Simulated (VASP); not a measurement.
A run of VASP 6.6.1:

File INCAR:

```
PREC = Accurate
ENCUT = 520
EDIFF = 1E-6
ISMEAR = -1
SIGMA = 0.08
LREAL = F
LASPH = T
NELM = 100
ALGO = Normal
ISIF = 2
LWAVE = F
LCHARG = T
LELF = T
LVHAR = T
NBANDS = 26
```

Contents of KPOINTS:

```
regular mesh
0
Gamma
  6 6 11
```

The input POSCAR:

```
InSb
1.0
    5.1962900000      0.0000000000      0.0000000000
    0.0000000000      5.5406400000      0.0000000000
    0.0000000000      0.0000000000      3.0630000000
In Sb
2 2
Direct
    0.0000000000      0.0000000000      0.0000000000
    0.5000000000      0.5000000000      0.0000000000
    0.5000000000      0.0000000000      0.8350000000
    0.0000000000      0.5000000000      0.1650000000
```

Potentials or basis: VASP PAW LDA potentials, release 64 (In_d, Sb).

Launch:

```sh
$ cat potpaw_LDA.64/In_d/POTCAR potpaw_LDA.64/Sb/POTCAR > POTCAR
$ mpirun -np 1 vasp_std > vasp.out
```

Hardware: 1 thread of Intel Xeon 8259CL, with other jobs on the host.

Task: Estimate the wall time of this run.

Result: Run time: 3.1 min on 1 thread of Intel Xeon 8259CL, with other jobs on the host, peak memory 0.3 GiB. Counts: scf iterations 12, k points 96.
